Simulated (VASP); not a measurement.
CdSe, 4 atoms in the cell. It takes space group P6_3mc (No. 186, hexagonal). Conventional cell: a = 4.253 Å, b = 4.253 Å, c = 7.163 Å, α = 90.00°, β = 90.00°, γ = 120.00°. Cd (site symmetry 3m) has 4 Se at 2.61 to 2.69 Å within 3.4 Å. Se (site symmetry 3m) has 4 Cd at 2.61 to 2.69 Å within 3.4 Å.  This cell differs from its parent crystal: in-plane strain -0.02.

* Program: VASP 6.6.1
* Task: single point
* Functional: r2SCAN
* Potentials or basis: VASP PAW PBE potentials, release 64 (Cd, Se)
* Cutoff: 520 eV
* k mesh: 6 × 6 × 4
* Occupations: gaussian, width 0.01 eV
* Spin: no spin polarisation
* Dipole correction: no
* Further INCAR settings: ALGO = Normal; EDIFF = 1e-06; NBANDS = 26

Potentials or basis: VASP PAW PBE potentials, release 64 (Cd, Se).

Run with:

```bash
$ cat potpaw_PBE.64/Cd/POTCAR potpaw_PBE.64/Se/POTCAR > POTCAR
$ cp INCAR.step1 INCAR
$ mpirun -np 1 vasp_std > vasp.out
$ cp INCAR.step2 INCAR
$ mpirun -np 1 vasp_std > vasp.out
```

Hardware: 1 thread of Intel Xeon 8259CL (shared host).

**Question.** Estimate the wall time of this run.

**Answer.** Run time: 5 min on 1 thread of Intel Xeon 8259CL, with other jobs on the host, peak memory 0.26 GiB. Counts: k points 21.
